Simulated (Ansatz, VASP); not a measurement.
# Al: VASP beside Ansatz

File POSCAR:

```
Al
1.0
    0.0000000000     -3.1887371512      0.0000000000
   -3.1887371512      0.0000000000      0.0000000000
    0.0000000000      0.0000000000     -3.1887371512
Al
2
Direct
    0.3661596796      0.4720452978      0.6382252411
    0.1338403204      0.0279547022     -0.1382252411
```

INCAR.step1

```
SYSTEM = Al
ALGO = Normal ; EDIFF = 1E-4
ENCUT = 520 ; GGA = PE
ISMEAR = 0 ; LASPH = .TRUE.
LCHARG = .FALSE. ; LREAL = .FALSE.
LWAVE = .TRUE. ; NBANDS = 10
NELM = 80 ; PREC = Accurate
SIGMA = 0.15
```

The input INCAR.step2:

```
SYSTEM = Al
ALGO = Normal ; EDIFF = 1E-6
ENCUT = 520 ; ISIF = 2
ISMEAR = 0 ; ISTART = 1
LASPH = .TRUE. ; LCHARG = .TRUE.
LELF = .TRUE. ; LMIXTAU = .TRUE.
LREAL = .FALSE. ; LVHAR = .TRUE.
LWAVE = .FALSE. ; METAGGA = R2SCAN
NBANDS = 10 ; NELM = 80
PREC = Accurate ; SIGMA = 0.15
```

The input KPOINTS:

```
k-points
0
G
  10 10 10
  0 0 0
```

Input for Ansatz:

```yaml
crystal:
  lattice:
    - [0.0, -3.1887371512, 0.0]
    - [-3.1887371512, 0.0, 0.0]
    - [0.0, 0.0, -3.1887371512]
  atoms:
    - { symbol: Al, position: [0.3661596796, 0.4720452978, 0.6382252411] }
    - { symbol: Al, position: [0.1338403204, 0.0279547022, -0.1382252411] }
basis:
  ecutwfc: 500
kpoints:
  mp_grid: { grid: [10, 10, 10] }
hamiltonian:
  xc: r2scan
scf:
  occupations: { method: gaussian, width: 0.15 }
output:
  forces: true
  stress: true
  eigenvalues: true
```

Alike in both runs: task single point; functional r2SCAN; k mesh 10 × 10 × 10; occupations gaussian, width 0.15 eV; no spin polarisation.

```csv
,VASP,Ansatz
version,VASP 6.6.1,Ansatz 0.2.0
potentials or method,"VASP PAW PBE potentials, release 64 (Al), cutoff 520 eV","scalar-relativistic, plane waves, PAW"
valence electrons in the cell,6,6
```

|  | VASP | Ansatz | Ansatz less VASP |
| --- | --- | --- | --- |
| gap on the k mesh at the Fermi level (eV) | none | none | - |
| rms of the force components (eV/Å) | 9.637 | 9.677 | +0.0393 |

VASP's potentials were made for PBE, not for r2SCAN. Atom by atom the forces differ by 0.048 eV/Å (rms over components). A gap of «none» marks a metal or a gap that the smearing closes.
